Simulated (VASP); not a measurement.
# Ti2C (Fd-3m) in VASP: relaxation of cell and atoms with PBEsol

Aim: the relaxation of cell and atoms of Ti2C with PBEsol.

All numbers are computed with VASP 6.6.1; they aren't measurements. Logs are shortened: lines on timing, memory, paths and dates and some standing lists are left out, and cuts for length are marked.

## (1) The cell of the first run

It takes space group Fd-3m (No. 227, cubic). Conventional cell: a = 8.477 Å, b = 8.477 Å, c = 8.477 Å, α = 90.00°, β = 90.00°, γ = 90.00°. Ti (site symmetry 3m) has 3 C at 2.07 Å within 2.7 Å. Within 2.7 Å of C (site symmetry -3m) lie 6 Ti at 2.07 Å.

## (2) Relaxation of cell and atoms, PBEsol, target pressure 4 GPa, at which the enthalpy is minimised

File INCAR:

```
  PREC = Accurate
  ENCUT = 600
  EDIFF = 1E-7
  ISMEAR = 0
  SIGMA = 0.1
  LREAL = False
  LASPH = True
  NELM = 100
  ALGO = Normal
  ISIF = 3
  LWAVE = False
  LCHARG = False
  GGA = PS
  IBRION = 2
  NSW = 70
  EDIFFG = -0.008
  PSTRESS = 40.0
```

File KPOINTS:

```
regular mesh
0
Gamma
  8 8 8
```

File POSCAR:

```
Ti2C
1.0
    0.0000000000      4.2383529786      4.2383529786
    4.2383529786      0.0000000000      4.2383529786
    4.2383529786      4.2383529786      0.0000000000
Ti C
8 4
Direct
    0.8578904465      0.3807031845      0.3807031845
    0.3807031845      0.3807031845      0.3807031845
    0.3807031845      0.3807031845      0.8578904465
    0.8692968155      0.3921095535      0.8692968155
    0.8692968155      0.8692968155      0.8692968155
    0.3921095535      0.8692968155      0.8692968155
    0.8692968155      0.8692968155      0.3921095535
    0.3807031845      0.8578904465      0.3807031845
    0.6250000000      0.6250000000      0.6250000000
    0.1250000000      0.6250000000      0.6250000000
    0.6250000000      0.6250000000      0.1250000000
    0.6250000000      0.1250000000      0.6250000000
```

Potentials or basis: VASP PAW PBE potentials, release 64 (Ti_sv, C).

Run with:

```bash
$ cat potpaw_PBE.64/Ti_sv/POTCAR potpaw_PBE.64/C/POTCAR > POTCAR
$ mpirun -np 1 vasp_std > vasp.out
```

OUTCAR:

```text
PREC = Accurate
   ENCUT = 600
   EDIFF = 1E-7
   ISMEAR = 0
   LREAL = False
   LASPH = True
   NELM = 100
   ISIF = 3
   GGA = PS
   IBRION = 2
   NSW = 70
   EDIFFG = -0.008
   PSTRESS = 40.0

 ion  position               nearest neighbor table
   1  0.858  0.381  0.381-   9 2.07  11 2.07  12 2.07   2 2.86   3 2.86   8 2.86
   2  0.381  0.381  0.381-  10 2.07  11 2.07  12 2.07   1 2.86   3 2.86   8 2.86
   3  0.381  0.381  0.858-   9 2.07  10 2.07  12 2.07   1 2.86   2 2.86   8 2.86
   4  0.869  0.392  0.869-   9 2.07  10 2.07  11 2.07   5 2.86   6 2.86   7 2.86
   5  0.869  0.869  0.869-  10 2.07  11 2.07  12 2.07   4 2.86   6 2.86   7 2.86
   6  0.392  0.869  0.869-   9 2.07  11 2.07  12 2.07   4 2.86   5 2.86   7 2.86
   7  0.869  0.869  0.392-   9 2.07  10 2.07  12 2.07   4 2.86   5 2.86   6 2.86
   8  0.381  0.858  0.381-   9 2.07  10 2.07  11 2.07   1 2.86   2 2.86   3 2.86
   9  0.625  0.625  0.625-   1 2.07   3 2.07   4 2.07   6 2.07   7 2.07   8 2.07
  10  0.125  0.625  0.625-   2 2.07   5 2.07   4 2.07   3 2.07   7 2.07   8 2.07
  11  0.625  0.625  0.125-   2 2.07   5 2.07   4 2.07   1 2.07   6 2.07   8 2.07
  12  0.625  0.125  0.625-   2 2.07   5 2.07   3 2.07   1 2.07   6 2.07   7 2.07

  LATTYP: Found a face centered cubic cell.
 ALAT       =     8.4767059572

  Lattice vectors:

 A1 = (   0.0000000000,   4.2383529786,   4.2383529786)
 A2 = (   4.2383529786,   0.0000000000,   4.2383529786)
 A3 = (   4.2383529786,   4.2383529786,   0.0000000000)

Analysis of symmetry for initial positions (statically):
=====================================================================
 Subroutine PRICEL returns:
 Original cell was already a primitive cell.

 Routine SETGRP: Setting up the symmetry group for a
 face centered cubic supercell.

 Subroutine GETGRP returns: Found 48 space group operations
 (whereof 24 operations were pure point group operations)
 out of a pool of 48 trial point group operations.

The static configuration has the point symmetry T_d .
 The point group associated with its full space group is O_h .

Analysis of symmetry for dynamics (positions and initial velocities):
=====================================================================
 Subroutine PRICEL returns:
 Original cell was already a primitive cell.

 Routine SETGRP: Setting up the symmetry group for a
 face centered cubic supercell.

 Subroutine GETGRP returns: Found 48 space group operations
 (whereof 24 operations were pure point group operations)
 out of a pool of 48 trial point group operations.

The dynamic configuration has the point symmetry T_d .
 The point group associated with its full space group is O_h .

 Subroutine INISYM returns: Found 48 space group operations
 (whereof 24 operations are pure point group operations),
 and found     1 'primitive' translations

----------------------------------------------------------------------------------------

                                     Primitive cell

  volume of cell :     152.2725

  direct lattice vectors                    reciprocal lattice vectors
     0.000000000  4.238352979  4.238352979    -0.117970354  0.117970354  0.117970354
     4.238352979  0.000000000  4.238352979     0.117970354 -0.117970354  0.117970354
     4.238352979  4.238352979  0.000000000     0.117970354  0.117970354 -0.117970354

  length of vectors
     5.993936264  5.993936264  5.993936264     0.204330646  0.204330646  0.204330646

  position of ions in fractional coordinates (direct lattice)
     0.857890447  0.380703184  0.380703184
     0.380703184  0.380703184  0.380703184
     0.380703184  0.380703184  0.857890447
     0.869296816  0.392109553  0.869296816
     0.869296816  0.869296816  0.869296816
     0.392109553  0.869296816  0.869296816
     0.869296816  0.869296816  0.392109553
     0.380703184  0.857890447  0.380703184
     0.625000000  0.625000000  0.625000000
     0.125000000  0.625000000  0.625000000
     0.625000000  0.625000000  0.125000000
     0.625000000  0.125000000  0.625000000

  ion indices of the primitive-cell ions
   primitive index   ion index
                 1           1
                 2           2
                 3           3
                 4           4
                 5           5
                 6           6
                 7           7
                 8           8
                 9           9
                10          10
                11          11
                12          12

----------------------------------------------------------------------------------------

 KPOINTS: regular mesh

Automatic generation of k-mesh.
 Grid dimensions read from file:
 generate k-points for:    8    8    8

 Generating k-lattice:

  Cartesian coordinates                     Fractional coordinates (reciprocal lattice)
    -0.014746294  0.014746294  0.014746294     0.125000000  0.000000000  0.000000000
     0.014746294 -0.014746294  0.014746294     0.000000000  0.125000000  0.000000000
     0.014746294  0.014746294 -0.014746294     0.000000000  0.000000000  0.125000000

  Length of vectors
     0.025541331  0.025541331  0.025541331

  Shift w.r.t. Gamma in fractional coordinates (k-lattice)
     0.000000000  0.000000000  0.000000000

 Subroutine IBZKPT returns following result:
 ===========================================

 Found     29 irreducible k-points:

 Following reciprocal coordinates:
            Coordinates               Weight
  0.000000  0.000000  0.000000      1.000000
  0.125000  0.000000  0.000000      8.000000
  0.250000  0.000000  0.000000      8.000000
  0.375000  0.000000  0.000000      8.000000
  0.500000  0.000000  0.000000      4.000000
  0.125000  0.125000  0.000000      6.000000
[... 16 lines left out ...]
  0.500000  0.250000  0.125000     48.000000
 -0.375000  0.250000  0.125000     24.000000
 [... further k-points ...]
   k-points           NKPTS =     29   k-points in BZ     NKDIM =     29   number of bands    NBANDS=     67
   number of dos      NEDOS =    301   number of ions     NIONS =     12
   total plane-waves  NPLWV = 110592
   dimension x,y,z NGX =    48 NGY =   48 NGZ =   48
   dimension x,y,z NGXF=    96 NGYF=   96 NGZF=   96
   ions per type =               8   4
   NGX,Y,Z   is equivalent  to a cutoff of  13.31, 13.31, 13.31 a.u.
   NGXF,Y,Z  is equivalent  to a cutoff of  26.63, 26.63, 26.63 a.u.
 SYSTEM =  unknown system
   PREC   = accura    normal or accurate (medium, high low for compatibility)
   ISTART =      0    job   : 0-new  1-cont  2-samecut
   ICHARG =      2    charge: 1-file 2-atom 10-const
   ISPIN  =      1    spin polarized calculation?
   LNONCOLLINEAR =      F non collinear calculations
   LSORBIT =      F    spin-orbit coupling
   LASPH  =      T    aspherical Exc in radial PAW
   ENCUT  =  600.0 eV  44.10 Ry    6.64 a.u.  11.97 11.97 11.97*2*pi/ulx,y,z
   NELM   =    100;   NELMIN=  2; NELMDL= -5     # of ELM steps
   EDIFF  = 0.1E-06   stopping-criterion for ELM
   LREAL  =      F    real-space projection
   EDIFFG = -.8E-02   stopping-criterion for IOM
   NSW    =     70    number of steps for IOM
   IBRION =      2    ionic relax: 0-MD 1-quasi-New 2-CG
   NFREE  =      1    steps in history (QN), initial steepest desc. (CG)
   ISIF   =      3    stress and relaxation
   ISYM   =      2    0-nonsym 1-usesym 2-fastsym
   POTIM  = 0.5000    time-step for ionic-motion
   TEBEG  =    0.0;   TEEND  =   0.0 temperature during run
   PSTRESS=   40.0 pullay stress
   NELECT =     112.0000    total number of electrons
   NUPDOWN=      -1.0000    fix difference up-down
   EMIN   =  10.00;   EMAX   =-10.00  energy-range for DOS
   EFERMI =   0.00;   METHOD = LEGACY
   ISMEAR =     0;   SIGMA  =   0.10  broadening in eV -4-tet -1-fermi 0-gaus
   EFERMI_NEDOS =   21; number of points for ismear=-14 and -15
   IALGO  =     38    algorithm
   IMIX   =      4    mixing-type and parameters
     AMIX     =   0.40;   BMIX     =  1.00
     AMIX_MAG =   1.60;   BMIX_MAG =  1.00
  volume/ion in A,a.u.               =      12.69        85.63
  Fermi-wavevector in a.u.,A,eV,Ry     =   1.477771  2.792582 29.712488  2.183806
  Thomas-Fermi vector in A             =   2.592134
   LORBIT       =      0    0 simple, 1 ext, 2 COOP (PROOUT), +10 PAW based schemes
   GGA     = PS    functional components
   LHFCALC =     F    Hartree Fock is set to
   AEXX    =    0.0000 exact exchange contribution
   IVDW    =     0    specifies the selected vdW correction
   LEPSILON=     F    determine dielectric tensor
   LRPA    =     F    only Hartree local field effects (RPA)
 conjugate gradient relaxation of ions
 non-spin polarized calculation
 Gauss-broadening in eV      SIGMA  =   0.10
  energy-cutoff  :      600.00
  volume of cell :      152.27
 maximum number of plane-waves:      5113
   NGX = 23   NGY = 23   NGZ = 23

--------------------------------------- Ionic step        1  -------------------------------------------

 number of electron     111.9999985 magnetization

 Free energy of the ion-electron system (eV)
  ---------------------------------------------------
  ext. energy  EPLUGINS =         0.00000000
  ---------------------------------------------------
  free energy    TOTEN  =      -113.77452511 eV

  energy without entropy =     -113.75696418  energy(sigma->0) =     -113.76574464

------------------------ aborting loop because EDIFF is reached ----------------------------------------

  FORCE on cell =-STRESS in cart. coord.  units (eV):
  Direction    XX          YY          ZZ          XY          YZ          ZX
  --------------------------------------------------------------------------------------
  -------------------------------------------------------------------------------------
  Total        4.7142250      4.7142250      4.7142250      0.0000000     -0.0000000      0.0000000
  in kB       49.6020386     49.6020386     49.6020386      0.0000000     -0.0000000      0.0000000
  external PRESSURE =       9.6020386 kB  Pullay stress =      40.0000000 kB
[... 129 lines left out ...]
  enthalpy is  TOTEN    =      -109.9801984003 eV   P V=        3.8196018152

--------------------------------------- Ionic step        4  -------------------------------------------

 number of electron     111.9999980 magnetization

 Free energy of the ion-electron system (eV)
  ---------------------------------------------------
  ext. energy  EPLUGINS =         0.00000000
  ---------------------------------------------------
  free energy    TOTEN  =      -113.78584704 eV

  energy without entropy =     -113.76765116  energy(sigma->0) =     -113.77674910

 E-fermi :   8.5863     XC(G=0): -12.1466

 val. band max:        8.5360262737   @ k =   0.3750   0.2500   0.1250
 cond. band min:       8.5915064911   @ k =   0.5000   0.3750   0.0000
 fundamental gap:      0.0554802174
 Fermi energy:         8.5863068663

 k-point     1 :       0.0000    0.0000    0.0000
  band No.  band energies     occupation
      1     -47.7798      2.00000
      2     -47.6861      2.00000
      3     -47.6771      2.00000
      4     -47.6771      2.00000
      5     -47.6771      2.00000
      6     -47.6463      2.00000
[... 1669 lines left out ...]
     66      10.4771      0.00000
     67      10.9811      0.00000

 [... further k-points ...]
[... 5 lines left out ...]
  --------------------------------------------------------------------------------------
  -------------------------------------------------------------------------------------
  Total        3.7508080      3.7508080      3.7508080      0.0000000      0.0000000      0.0000000
  in kB       39.4468088     39.4468088     39.4468088      0.0000000      0.0000000      0.0000000
  external PRESSURE =      -0.5531912 kB  Pullay stress =      40.0000000 kB
[... 27 lines left out ...]
  FREE ENERGIE OF THE ION-ELECTRON SYSTEM (eV)
  ---------------------------------------------------
  free  energy   TOTEN  =      -113.7858470432 eV

  energy  without entropy=     -113.7676511616  energy(sigma->0) =     -113.77674910

  enthalpy is  TOTEN    =      -109.9824387924 eV   P V=        3.8034082508

 reached required accuracy - stopping structural energy minimisation
```

Wall time 49 min (1 thread of Intel Xeon 8259CL, shared host); peak memory 0.5 GiB.

Results:

- Free energy: -113.7858 eV
- Relaxed volume: 12.70 Å³/atom
- Relaxed cell: a = 5.995 Å, b = 5.995 Å, c = 5.995 Å, α = 60.00°, β = 60.00°, γ = 60.00°
- Space group after relaxing (to 0.1 Å): Fd-3m (No. 227)
- Energy change on relaxing (the run minimises the enthalpy): -0.9 meV/atom
- Ionic steps: 4
- Pressure after relaxing: 3.9 GPa
- Largest force after relaxing: 0.006 eV/Å
- Band gap on the k mesh: zero (bands 56 and 57 overlap by 0.44 eV)

Forces in eV/Å, atoms in the order of the input:
```
Ti  -0.004  0.004  0.004
Ti  -0.004 -0.004 -0.004
Ti   0.004  0.004 -0.004
Ti  -0.004  0.004 -0.004
Ti   0.004  0.004  0.004
Ti   0.004 -0.004 -0.004
Ti  -0.004 -0.004  0.004
Ti   0.004 -0.004  0.004
C    0.000  0.000  0.000
C    0.000  0.000  0.000
C    0.000  0.000  0.000
C    0.000  0.000  0.000
```

Step by step:
```csv
step,energy change (eV),largest force (eV/Å),pressure (GPa),volume (Å³)
1,0.0000,0.2502,4.96,152.27
2,-0.0366,0.1849,1.52,153.95
3,-0.0253,0.0584,3.45,152.99
4,-0.0113,0.0063,3.94,152.34
```

Final structure:
```
Ti C
1.0
     0.00000    4.23901    4.23901
     4.23901    0.00000    4.23901
     4.23901    4.23901    0.00000
Ti C
8 4
Cartesian
  3.2223 5.2557 5.2557
  3.2223 3.2223 3.2223
  5.2557 5.2557 3.2223
  5.3418 7.3752 5.3418
  7.3752 7.3752 7.3752
  7.3752 5.3418 5.3418
  5.3418 5.3418 7.3752
  5.2557 3.2223 5.2557
  5.2988 5.2988 5.2988
  5.2988 3.1793 3.1793
  3.1793 3.1793 5.2988
  3.1793 5.2988 3.1793
```

Levels at points of the mesh, in eV from the Fermi level:
| k point | band 52 | band 53 | band 54 | band 55 | band 56 | band 57 | band 58 | band 59 | band 60 | band 61 |
| --- | --- | --- | --- | --- | --- | --- | --- | --- | --- | --- |
| (0.00, 0.00, 0.00) | -1.69 | -0.71 | -0.71 | -0.71 | 0.31 | 0.74 | 0.74 | 0.74 | 1.26 | 1.26 |
| (0.50, 0.00, 0.00) | -0.90 | -0.84 | -0.75 | -0.75 | -0.28 | 0.29 | 0.82 | 0.82 | 0.82 | 0.82 |
| (0.50, 0.50, 0.00) | -0.83 | -0.67 | -0.67 | -0.50 | -0.50 | 0.36 | 0.36 | 0.42 | 0.42 | 0.64 |

Caveat: the cell is relaxed towards a set pressure, so the run minimises the enthalpy, not the energy; the PAW data sets were made with another functional, which shifts forces and pressure a little.

The gap in the log of VASP goes by the Fermi energy; the results here count the filled bands.